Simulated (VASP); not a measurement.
# BaTiO3 (Pm-3m) in VASP: further runs

The runs below take BaTiO3 through single point, relaxation of cell and atoms, with r2SCAN, r2SCAN+rVV10, r2SCAN+D4.

Program: VASP 6.6.1. These are calculated values, not measurements. Logs are shortened: lines on timing, memory, paths and dates and some standing lists are left out, and cuts for length are marked.

### 1 The cell of the first run

Symmetry: Pm-3m, No. 221, cubic system. Conventional cell: a = 3.996 Å, b = 3.996 Å, c = 3.996 Å, α = 90.00°, β = 90.00°, γ = 90.00°. Ba (site symmetry m-3m) has 12 O at 2.83 Å and 8 Ti at 3.46 Å within 3.7 Å. Ti (site symmetry m-3m) has 6 O at 2.00 Å within 2.6 Å. Within 2.6 Å of O (site symmetry 4/mmm) lie 2 Ti at 2.00 Å.

### 2 Single point, r2SCAN

File POSCAR:

```
BaTiO3
1.0
    3.9959661877      0.0000000000      0.0000000000
    0.0000000000      3.9959661877      0.0000000000
    0.0000000000      0.0000000000      3.9959661877
Ba Ti O
1 1 3
Direct
    0.5000000000      0.5000000000      0.5000000000
    0.0000000000      0.0000000000      0.0000000000
    0.5000000000      0.0000000000      0.0000000000
    0.0000000000      0.5000000000      0.0000000000
    0.0000000000      0.0000000000      0.5000000000
```

File INCAR.step1:

```
SYSTEM = BaTiO3
PREC = Accurate
ENCUT = 520
ISMEAR = 0
SIGMA = 0.01
LREAL = .False.
LASPH = .True.
NELM = 60
NBANDS = 28
GGA = PE
ALGO = Normal
EDIFF = 1E-4
LWAVE = .True.
LCHARG = .False.
```

File INCAR.step2:

```
SYSTEM = BaTiO3
PREC = Accurate
ENCUT = 520
EDIFF = 1E-6
ISMEAR = 0
SIGMA = 0.01
LREAL = .False.
LASPH = .True.
NELM = 60
ALGO = Normal
ISIF = 2
LWAVE = .False.
LCHARG = .False.
METAGGA = R2SCAN
LMIXTAU = .True.
NBANDS = 28
ISTART = 1
```

File KPOINTS:

```
regular mesh
0
Gamma
  3 3 3
  0 0 0
```

Potentials or basis: VASP PAW PBE potentials, release 64 (Ba_sv, Ti_sv, O).

Started as:

```
> cat potpaw_PBE.64/Ba_sv/POTCAR potpaw_PBE.64/Ti_sv/POTCAR potpaw_PBE.64/O/POTCAR > POTCAR
> cp INCAR.step1 INCAR
> mpirun -np 1 vasp_std > vasp.out
> cp INCAR.step2 INCAR
> mpirun -np 1 vasp_std > vasp.out
```

OUTCAR:

```text
SYSTEM = BaTiO3
   PREC = Accurate
   ENCUT = 520
   EDIFF = 1E-6
   ISMEAR = 0
   LREAL = .False.
   LASPH = .True.
   NELM = 60
   ISIF = 2
   METAGGA = R2SCAN
   ISTART = 1

 ion  position               nearest neighbor table
   1  0.500  0.500  0.500-   3 2.83   4 2.83   5 2.83   3 2.83   4 2.83   3 2.83   5 2.83   3 2.83
                             4 2.83   5 2.83   4 2.83   5 2.83   2 3.46   2 3.46   2 3.46   2 3.46
   2  0.000  0.000  0.000-   3 2.00   4 2.00   5 2.00   5 2.00   4 2.00   3 2.00   1 3.46   1 3.46
                             1 3.46   1 3.46   1 3.46   1 3.46   1 3.46   1 3.46
   3  0.500  0.000  0.000-   2 2.00   2 2.00   1 2.83   1 2.83   1 2.83   1 2.83
   4  0.000  0.500  0.000-   2 2.00   2 2.00   1 2.83   1 2.83   1 2.83   1 2.83
   5  0.000  0.000  0.500-   2 2.00   2 2.00   1 2.83   1 2.83   1 2.83   1 2.83

  LATTYP: Found a simple cubic cell.
 ALAT       =     3.9959661877

  Lattice vectors:

 A1 = (   3.9959661877,   0.0000000000,   0.0000000000)
 A2 = (   0.0000000000,   3.9959661877,   0.0000000000)
 A3 = (   0.0000000000,   0.0000000000,   3.9959661877)

Analysis of symmetry for initial positions (statically):
=====================================================================
 Subroutine PRICEL returns:
 Original cell was already a primitive cell.

 Routine SETGRP: Setting up the symmetry group for a
 simple cubic supercell.

 Subroutine GETGRP returns: Found 48 space group operations
 (whereof 48 operations were pure point group operations)
 out of a pool of 48 trial point group operations.

The static configuration has the point symmetry O_h .

Analysis of symmetry for dynamics (positions and initial velocities):
=====================================================================
 Subroutine PRICEL returns:
 Original cell was already a primitive cell.

 Routine SETGRP: Setting up the symmetry group for a
 simple cubic supercell.

 Subroutine GETGRP returns: Found 48 space group operations
 (whereof 48 operations were pure point group operations)
 out of a pool of 48 trial point group operations.

The dynamic configuration has the point symmetry O_h .

 Subroutine INISYM returns: Found 48 space group operations
 (whereof 48 operations are pure point group operations),
 and found     1 'primitive' translations

----------------------------------------------------------------------------------------

[... 78 lines left out ...]
   LREAL  =      F    real-space projection
   EDIFFG = 0.1E-04   stopping-criterion for IOM
   NSW    =      0    number of steps for IOM
   IBRION =     -1    ionic relax: 0-MD 1-quasi-New 2-CG
   NFREE  =      0    steps in history (QN), initial steepest desc. (CG)
   ISIF   =      2    stress and relaxation
   ISYM   =      2    0-nonsym 1-usesym 2-fastsym
   POTIM  = 0.5000    time-step for ionic-motion
   TEBEG  =    0.0;   TEEND  =   0.0 temperature during run
   PSTRESS=    0.0 pullay stress
   NELECT =      40.0000    total number of electrons
   NUPDOWN=      -1.0000    fix difference up-down
   EMIN   =  10.00;   EMAX   =-10.00  energy-range for DOS
   EFERMI =   0.00;   METHOD = LEGACY
   ISMEAR =     0;   SIGMA  =   0.01  broadening in eV -4-tet -1-fermi 0-gaus
   EFERMI_NEDOS =   21; number of points for ismear=-14 and -15
   IALGO  =     38    algorithm
   IMIX   =      4    mixing-type and parameters
     AMIX     =   0.40;   BMIX     =  1.00
     AMIX_MAG =   1.60;   BMIX_MAG =  1.00
  volume/ion in A,a.u.               =      12.76        86.12
  Fermi-wavevector in a.u.,A,eV,Ry     =   1.401113  2.647719 26.709820  1.963116
  Thomas-Fermi vector in A             =   2.524006
   LORBIT       =      0    0 simple, 1 ext, 2 COOP (PROOUT), +10 PAW based schemes
   METAGGA = R2SCAN    functional components
   LHFCALC =     F    Hartree Fock is set to
   AEXX    =    0.0000 exact exchange contribution
   IVDW    =     0    specifies the selected vdW correction
   LEPSILON=     F    determine dielectric tensor
   LRPA    =     F    only Hartree local field effects (RPA)
 non-spin polarized calculation
 Gauss-broadening in eV      SIGMA  =   0.01
  energy-cutoff  :      520.00
  volume of cell :       63.81
 maximum number of plane-waves:      1743
 NGX is ok and might be reduce to    30
   NGX = 15   NGY = 15   NGZ = 15

 number of electron      39.9999976 magnetization

 Free energy of the ion-electron system (eV)
  ---------------------------------------------------
  ext. energy  EPLUGINS =         0.00000000
  ---------------------------------------------------
  free energy    TOTEN  =       -74.13650225 eV

  energy without entropy =      -74.13650225  energy(sigma->0) =      -74.13650225

 E-fermi :   3.6042     XC(G=0): -11.9475

 val. band max:        3.4370785863   @ k =   0.0000   0.0000   0.0000
 cond. band min:       5.6576808057   @ k =   0.0000   0.0000   0.0000
 fundamental gap:      2.2206022193
 Fermi energy:         3.6042054138

 k-point     1 :       0.0000    0.0000    0.0000
  band No.  band energies     occupation
      1     -55.3737      2.00000
      2     -30.5288      2.00000
      3     -30.5288      2.00000
      4     -30.5288      2.00000
      5     -21.8836      2.00000
      6     -14.2846      2.00000
[... 113 lines left out ...]
     27      12.0945      0.00000
     28      12.1350      0.00000

------------------------ aborting loop because EDIFF is reached ----------------------------------------

  FORCE on cell =-STRESS in cart. coord.  units (eV):
  Direction    XX          YY          ZZ          XY          YZ          ZX
  --------------------------------------------------------------------------------------
  -------------------------------------------------------------------------------------
  Total        0.7873217      0.7873217      0.7873217      0.0000000      0.0000000     -0.0000000
  in kB       19.7695766     19.7695766     19.7695766      0.0000000      0.0000000     -0.0000000
  external PRESSURE =      19.7695766 kB  Pullay stress =       0.0000000 kB

 VOLUME and BASIS-vectors are now :
 -----------------------------------------------------------------------------
  energy-cutoff  :      520.00
  volume of cell :       63.81
      direct lattice vectors                 reciprocal lattice vectors
     3.995966188  0.000000000  0.000000000     0.250252368  0.000000000  0.000000000
     0.000000000  3.995966188  0.000000000     0.000000000  0.250252368  0.000000000
     0.000000000  0.000000000  3.995966188     0.000000000  0.000000000  0.250252368

 POSITION                                       TOTAL-FORCE (eV/Angst)
 -----------------------------------------------------------------------------------
      1.99798      1.99798      1.99798         0.000000      0.000000      0.000000
      0.00000      0.00000      0.00000         0.000000      0.000000      0.000000
      1.99798      0.00000      0.00000         0.000000      0.000000      0.000000
      0.00000      1.99798      0.00000         0.000000      0.000000      0.000000
      0.00000      0.00000      1.99798         0.000000      0.000000      0.000000
 -----------------------------------------------------------------------------------
    total drift:                               -0.000000     -0.000000      0.000000

  FREE ENERGIE OF THE ION-ELECTRON SYSTEM (eV)
  ---------------------------------------------------
  free  energy   TOTEN  =       -74.1365022525 eV

  energy  without entropy=      -74.1365022525  energy(sigma->0) =      -74.13650225
```

Run time: 89 s. Hardware: 1 thread of AMD EPYC 7R13, shared host; peak memory 0.15 GiB.

What came out:

| Item | Value |
| --- | --- |
| Free energy | -74.1365 eV |
| Pressure | 2.0 GPa |
| Band gap on the k mesh | 2.22 eV, direct |

Caveat: the k points lie up to 0.52 Å⁻¹ apart; the PAW data sets were made with another functional, which shifts forces and pressure a little; spin-orbit coupling is left out, which moves the levels of the heavy elements.

### 3 Single point, r2SCAN+rVV10

This run uses another cell than the first one, of 12.65 Å³/atom, 0.991 times its volume.

POSCAR: that of step 2 with these lines changed.

```diff
@@ -2,5 +2,5 @@
 1.0
-    3.9959661877      0.0000000000      0.0000000000
-    0.0000000000      3.9959661877      0.0000000000
-    0.0000000000      0.0000000000      3.9959661877
+    3.9845109371      0.0000000000      0.0000000000
+    0.0000000000      3.9845109371      0.0000000000
+    0.0000000000      0.0000000000      3.9845109371
 Ba Ti O
```

File INCAR.step1:

```
SYSTEM = BaTiO3
ALGO = Normal ; EDIFF = 1E-4
ENCUT = 520 ; GGA = PE
ISMEAR = 0 ; LASPH = .True.
LCHARG = .False. ; LREAL = .False.
LWAVE = .True. ; NBANDS = 28
NELM = 100 ; PREC = Accurate
SIGMA = 0.01
```

File INCAR.step2:

```
SYSTEM = BaTiO3
ALGO = Normal ; BPARAM = 11.95
CPARAM = 0.0093 ; EDIFF = 1E-6
ENCUT = 520 ; ISIF = 2
ISMEAR = 0 ; ISTART = 1
IVDW_NL = 2 ; LASPH = .True.
LCHARG = .False. ; LMIXTAU = .True.
LREAL = .False. ; LUSE_VDW = .True.
LWAVE = .False. ; METAGGA = R2SCAN
NBANDS = 28 ; NELM = 100
PREC = Accurate ; SIGMA = 0.01
```

File KPOINTS:

```
k-points
0
Gamma
  3 3 3
  0 0 0
```

Potentials or basis: VASP PAW PBE potentials, release 64 (Ba_sv, Ti_sv, O).

Started as:

```
> cat potpaw_PBE.64/Ba_sv/POTCAR potpaw_PBE.64/Ti_sv/POTCAR potpaw_PBE.64/O/POTCAR > POTCAR
> cp INCAR.step1 INCAR
> mpirun -np 1 vasp_std > vasp.out
> cp INCAR.step2 INCAR
> mpirun -np 1 vasp_std > vasp.out
```

OUTCAR:

```text
SYSTEM = BaTiO3
   BPARAM = 11.95
   EDIFF = 1E-6
   ENCUT = 520
   ISIF = 2
   ISMEAR = 0
   ISTART = 1
   IVDW_NL = 2
   LASPH = .True.
   LREAL = .False.
   METAGGA = R2SCAN
   NELM = 100
   PREC = Accurate

 ion  position               nearest neighbor table
   1  0.500  0.500  0.500-   3 2.82   4 2.82   5 2.82   3 2.82   4 2.82   3 2.82   5 2.82   3 2.82
                             4 2.82   5 2.82   4 2.82   5 2.82   2 3.45   2 3.45   2 3.45   2 3.45
   2  0.000  0.000  0.000-   3 1.99   4 1.99   5 1.99   5 1.99   4 1.99   3 1.99   1 3.45   1 3.45
                             1 3.45   1 3.45   1 3.45   1 3.45   1 3.45   1 3.45
   3  0.500  0.000  0.000-   2 1.99   2 1.99   1 2.82   1 2.82   1 2.82   1 2.82
   4  0.000  0.500  0.000-   2 1.99   2 1.99   1 2.82   1 2.82   1 2.82   1 2.82
   5  0.000  0.000  0.500-   2 1.99   2 1.99   1 2.82   1 2.82   1 2.82   1 2.82

  LATTYP: Found a simple cubic cell.
 ALAT       =     3.9845109371

  Lattice vectors:

 A1 = (   3.9845109371,   0.0000000000,   0.0000000000)
 A2 = (   0.0000000000,   3.9845109371,   0.0000000000)
 A3 = (   0.0000000000,   0.0000000000,   3.9845109371)

Analysis of symmetry for initial positions (statically):
=====================================================================
 Subroutine PRICEL returns:
 Original cell was already a primitive cell.

 Routine SETGRP: Setting up the symmetry group for a
 simple cubic supercell.

 Subroutine GETGRP returns: Found 48 space group operations
 (whereof 48 operations were pure point group operations)
 out of a pool of 48 trial point group operations.

The static configuration has the point symmetry O_h .

Analysis of symmetry for dynamics (positions and initial velocities):
=====================================================================
 Subroutine PRICEL returns:
 Original cell was already a primitive cell.

 Routine SETGRP: Setting up the symmetry group for a
 simple cubic supercell.

 Subroutine GETGRP returns: Found 48 space group operations
 (whereof 48 operations were pure point group operations)
 out of a pool of 48 trial point group operations.

The dynamic configuration has the point symmetry O_h .

 Subroutine INISYM returns: Found 48 space group operations
 (whereof 48 operations are pure point group operations),
 and found     1 'primitive' translations

----------------------------------------------------------------------------------------

                                     Primitive cell

  volume of cell :      63.2594

  direct lattice vectors                    reciprocal lattice vectors
     3.984510937  0.000000000  0.000000000     0.250971830  0.000000000  0.000000000
     0.000000000  3.984510937  0.000000000     0.000000000  0.250971830  0.000000000
     0.000000000  0.000000000  3.984510937     0.000000000  0.000000000  0.250971830

  length of vectors
     3.984510937  3.984510937  3.984510937     0.250971830  0.250971830  0.250971830

  position of ions in fractional coordinates (direct lattice)
     0.500000000  0.500000000  0.500000000
     0.000000000  0.000000000  0.000000000
     0.500000000  0.000000000  0.000000000
     0.000000000  0.500000000  0.000000000
     0.000000000  0.000000000  0.500000000

  ion indices of the primitive-cell ions
   primitive index   ion index
[... 29 lines left out ...]

 Found      4 irreducible k-points:

 Following reciprocal coordinates:
            Coordinates               Weight
  0.000000  0.000000  0.000000      1.000000
  0.333333  0.000000  0.000000      6.000000
  0.333333  0.333333  0.000000     12.000000
  0.333333  0.333333  0.333333      8.000000
   k-points           NKPTS =      4   k-points in BZ     NKDIM =      4   number of bands    NBANDS=     28
   number of dos      NEDOS =    301   number of ions     NIONS =      5
   total plane-waves  NPLWV =  27000
   dimension x,y,z NGX =    30 NGY =   30 NGZ =   30
   dimension x,y,z NGXF=    60 NGYF=   60 NGZF=   60
   ions per type =               1   1   3
   NGX,Y,Z   is equivalent  to a cutoff of  12.52, 12.52, 12.52 a.u.
   NGXF,Y,Z  is equivalent  to a cutoff of  25.03, 25.03, 25.03 a.u.
 SYSTEM =  BaTiO3
   PREC   = accura    normal or accurate (medium, high low for compatibility)
   ISTART =      1    job   : 0-new  1-cont  2-samecut
   ICHARG =      0    charge: 1-file 2-atom 10-const
   ISPIN  =      1    spin polarized calculation?
   LNONCOLLINEAR =      F non collinear calculations
   LSORBIT =      F    spin-orbit coupling
   LASPH  =      T    aspherical Exc in radial PAW
   ENCUT  =  520.0 eV  38.22 Ry    6.18 a.u.   7.41  7.41  7.41*2*pi/ulx,y,z
   NELM   =    100;   NELMIN=  2; NELMDL=  0     # of ELM steps
   EDIFF  = 0.1E-05   stopping-criterion for ELM
   LREAL  =      F    real-space projection
   EDIFFG = 0.1E-04   stopping-criterion for IOM
   NSW    =      0    number of steps for IOM
   IBRION =     -1    ionic relax: 0-MD 1-quasi-New 2-CG
   NFREE  =      0    steps in history (QN), initial steepest desc. (CG)
   ISIF   =      2    stress and relaxation
   ISYM   =      2    0-nonsym 1-usesym 2-fastsym
   POTIM  = 0.5000    time-step for ionic-motion
   TEBEG  =    0.0;   TEEND  =   0.0 temperature during run
   PSTRESS=    0.0 pullay stress
   NELECT =      40.0000    total number of electrons
   NUPDOWN=      -1.0000    fix difference up-down
   EMIN   =  10.00;   EMAX   =-10.00  energy-range for DOS
   EFERMI =   0.00;   METHOD = LEGACY
   ISMEAR =     0;   SIGMA  =   0.01  broadening in eV -4-tet -1-fermi 0-gaus
   EFERMI_NEDOS =   21; number of points for ismear=-14 and -15
   IALGO  =     38    algorithm
   IMIX   =      4    mixing-type and parameters
     AMIX     =   0.40;   BMIX     =  1.00
     AMIX_MAG =   1.60;   BMIX_MAG =  1.00
  volume/ion in A,a.u.               =      12.65        85.38
  Fermi-wavevector in a.u.,A,eV,Ry     =   1.405141  2.655331 26.863619  1.974420
  Thomas-Fermi vector in A             =   2.527632
   LORBIT       =      0    0 simple, 1 ext, 2 COOP (PROOUT), +10 PAW based schemes
   METAGGA = R2SCAN    functional components
   LHFCALC =     F    Hartree Fock is set to
   AEXX    =    0.0000 exact exchange contribution
   IVDW_NL    =     2    kernel type
   BPARAM     =11.9500
   IVDW    =     0    specifies the selected vdW correction
   LEPSILON=     F    determine dielectric tensor
   LRPA    =     F    only Hartree local field effects (RPA)
 non-spin polarized calculation
 Gauss-broadening in eV      SIGMA  =   0.01
  energy-cutoff  :      520.00
  volume of cell :       63.26
 maximum number of plane-waves:      1743
 NGX is ok and might be reduce to    30
   NGX = 15   NGY = 15   NGZ = 15

 number of electron      39.9999977 magnetization

 Free energy of the ion-electron system (eV)
  ---------------------------------------------------
  ext. energy  EPLUGINS =         0.00000000
  ---------------------------------------------------
  free energy    TOTEN  =       -73.22773504 eV

  energy without entropy =      -73.22773504  energy(sigma->0) =      -73.22773504

 E-fermi :   3.6844     XC(G=0): -12.0469

 val. band max:        3.5018434742   @ k =   0.0000   0.0000   0.0000
 cond. band min:       5.7285304408   @ k =   0.0000   0.0000   0.0000
 fundamental gap:      2.2266869666
 Fermi energy:         3.6844159655

 k-point     1 :       0.0000    0.0000    0.0000
  band No.  band energies     occupation
      1     -55.2605      2.00000
      2     -30.4237      2.00000
      3     -30.4237      2.00000
      4     -30.4237      2.00000
      5     -21.7849      2.00000
      6     -14.2477      2.00000
[... 113 lines left out ...]
     27      12.1786      0.00000
     28      12.2214      0.00000

------------------------ aborting loop because EDIFF is reached ----------------------------------------

  FORCE on cell =-STRESS in cart. coord.  units (eV):
  Direction    XX          YY          ZZ          XY          YZ          ZX
  --------------------------------------------------------------------------------------
  -------------------------------------------------------------------------------------
  Total        0.8966280      0.8966280      0.8966280      0.0000000      0.0000000     -0.0000000
  in kB       22.7089885     22.7089885     22.7089885      0.0000000      0.0000000     -0.0000000
  external PRESSURE =      22.7089885 kB  Pullay stress =       0.0000000 kB

 VOLUME and BASIS-vectors are now :
 -----------------------------------------------------------------------------
  energy-cutoff  :      520.00
  volume of cell :       63.26
      direct lattice vectors                 reciprocal lattice vectors
     3.984510937  0.000000000  0.000000000     0.250971830  0.000000000  0.000000000
     0.000000000  3.984510937  0.000000000     0.000000000  0.250971830  0.000000000
     0.000000000  0.000000000  3.984510937     0.000000000  0.000000000  0.250971830

 POSITION                                       TOTAL-FORCE (eV/Angst)
 -----------------------------------------------------------------------------------
      1.99226      1.99226      1.99226         0.000000      0.000000      0.000000
      0.00000      0.00000      0.00000         0.000000      0.000000      0.000000
      1.99226      0.00000      0.00000         0.000000      0.000000      0.000000
      0.00000      1.99226      0.00000         0.000000      0.000000      0.000000
      0.00000      0.00000      1.99226         0.000000      0.000000      0.000000
 -----------------------------------------------------------------------------------
    total drift:                               -0.000000     -0.000000      0.000000

  FREE ENERGIE OF THE ION-ELECTRON SYSTEM (eV)
  ---------------------------------------------------
  free  energy   TOTEN  =       -73.2277350402 eV

  energy  without entropy=      -73.2277350402  energy(sigma->0) =      -73.22773504
```

Wall time 2.1 min (1 thread of AMD EPYC 7R13, shared host); peak memory 0.26 GiB.

What came out:

```
Free energy            : -73.2277 eV
Pressure               : 2.3 GPa
Band gap on the k mesh : 2.23 eV, direct
```

Caveat: the k points lie up to 0.53 Å⁻¹ apart; the PAW data sets were made with another functional, which shifts forces and pressure a little; spin-orbit coupling is left out, which moves the levels of the heavy elements. r2SCAN opens gaps a little over a GGA but as a rule still falls short of measured ones.

[end of part 1 of 2]
